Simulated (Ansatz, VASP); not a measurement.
**WC in VASP and in Ansatz**

```
CELL_PARAMETERS angstrom
0.00000 2.34939 2.34939
2.34939 0.00000 2.34939
2.34939 2.34939 0.00000
ATOMIC_POSITIONS crystal
W 0.00000 0.00000 0.00000
C 0.75000 0.75000 0.75000
```

Change from the starting cell: species swapped into the GaN type (F-43m, No. 216).

Alike in both runs: functional PBE; k mesh 7 × 7 × 7; occupations gaussian, width 0.2 eV; no spin polarisation.

Ansatz relaxed the structure, and its values are those at the end. VASP's run is a single point on that final structure, the one shown.

|  | VASP | Ansatz |
| --- | --- | --- |
| version | VASP 6.6.1 | Ansatz 0.2.0 |
| potentials or method | VASP PAW PBE potentials, release 64 (W_sv, C), cutoff 600 eV | scalar-relativistic, plane waves, PAW |
| valence electrons in the cell | 18 | 18 |

```csv
,VASP,Ansatz,Ansatz less VASP
gap on the k mesh at the Fermi level (eV),none,none,-
pressure (GPa),0.6,0.0,-0.61
```

A gap of «none» marks a metal or a gap that the smearing closes.

Spin-orbit coupling is off throughout.
